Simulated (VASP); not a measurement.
NaH:

```
Na H
1.0
     0.00000    2.39751    2.39751
     2.39751    0.00000    2.39751
     2.39751    2.39751    0.00000
Na H
1 1
Direct
  0.00000 0.00000 0.00000
  0.50000 0.50000 0.50000
```

Program: VASP 6.6.1. Alike in all runs: task single point; potentials or basis VASP PAW PBE potentials, release 64 (Na_pv, H); no spin polarisation; cell as given; cutoff (eV) 520. Hardware: 1 thread of Intel(R) Xeon(R) 6975P-C (Granite Rapids) (shared host).

**Question.** Order these runs on this cell by their wall time, lowest first.
A. level PBE; k mesh 6 × 6 × 6; smearing gaussian 0.01 eV
B. level r2SCAN; k mesh 10 × 10 × 10; smearing gaussian 0.01 eV
C. level PBE; k mesh 10 × 10 × 10; smearing fermi-dirac 0.02 eV

**Answer.** A (6 s), C (14 s), B (54 s).
